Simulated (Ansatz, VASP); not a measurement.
**Zr2HS4: VASP beside Ansatz**

```
CELL_PARAMETERS angstrom
7.29768 0.00000 0.00000
-3.64884 6.31997 0.00000
0.00000 0.00000 20.91715
ATOMIC_POSITIONS crystal
S 0.33333 0.16667 0.19123
S 0.33333 0.66667 0.19123
S 0.83333 0.16667 0.19123
S 0.83333 0.66667 0.19123
S 0.16667 0.33333 0.33069
S 0.16667 0.83333 0.33069
S 0.66667 0.33333 0.33069
S 0.66667 0.83333 0.33069
Zr 0.00000 0.00000 0.26096
Zr 0.00000 0.50000 0.26096
Zr 0.50000 0.00000 0.26096
Zr 0.50000 0.50000 0.26096
H 0.30367 0.69633 0.38280
H 0.36300 0.63700 0.38280
```

Alike in both runs: task single point; functional PBE; dispersion D3(BJ); k mesh 6 × 6 × 1; occupations gaussian, width 0.05 eV; no spin polarisation.

|  | VASP | Ansatz |
| --- | --- | --- |
| version | VASP 6.6.1 | Ansatz 0.2.0 |
| potentials or method | VASP PAW PBE potentials, release 64 (S, Zr_sv, H), cutoff 400 eV | scalar-relativistic, plane waves, PAW |
| valence electrons in the cell | 98 | 98 |

```csv
,VASP,Ansatz,Ansatz less VASP
gap on the k mesh at the Fermi level (eV),1.12,1.13,+0.003
least direct gap on the mesh (eV),1.12,1.13,+0.003
rms of the force components (eV/Å),0.234,0.234,+0.0003
```
